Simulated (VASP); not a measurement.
Crystal: Rb.

```
CELL_PARAMETERS angstrom
4.01985 0.00000 0.00000
0.00000 4.34735 0.00000
0.00000 0.00000 5.35377
ATOMIC_POSITIONS crystal
Rb 0.00000 0.00000 0.00000
```

The cell was generated, and may not be a known phase.

| Item | Value |
| --- | --- |
| Program | VASP 6.6.1 |
| Task | relaxation of cell and atoms |
| Functional | PBE |
| Potentials or basis | VASP PAW PBE potentials, release 64 (Rb_sv) |
| Cutoff | 600 eV |
| k mesh | 4 × 4 × 4 |
| Occupations | gaussian, width 0.1 eV |
| Spin | no spin polarisation |

At the start: pressure 0.4 GPa; volume 93.56 Å³/atom.

Problem. How do energy, volume and symmetry change on relaxing?

Solution. Over 11 steps the energy falls by 76.8 meV/atom and the volume is 100.37 Å³/atom (+7.3 %); space group Pmmm (No. 47, to 0.1 Å) before, Pm-3m (No. 221, to 0.1 Å).

The path:
```tsv
step	energy change (eV)	largest force (eV/Å)	pressure (GPa)	volume (Å³)
1	0.0000	0.0000	0.44	93.56
2	-0.0314	0.0000	0.26	97.02
3	-0.0621	0.0000	-0.02	103.86
4	-0.0592	0.0000	-0.24	116.82
5	-0.0668	0.0000	-0.18	110.99
6	-0.0683	0.0000	-0.12	107.46
7	-0.0686	0.0000	-0.13	108.26
8	-0.0720	0.0000	-0.12	106.37
9	-0.0752	0.0000	-0.09	103.53
10	-0.0764	0.0000	0.02	97.82
11	-0.0768	0.0000	-0.05	100.37
```

Final structure:
```
Rb
1.0
     4.64301    0.00000    0.00000
     0.00000    4.65419    0.00000
     0.00000    0.00000    4.64462
Rb
1
Direct
  0.00000 0.00000 0.00000
```

Caveat: the k points lie up to 0.34 Å⁻¹ apart in the final cell, too coarse for converged energies and pressures of a metal; a cell axis changed by over 15 % at a fixed basis, so the end point is rough.
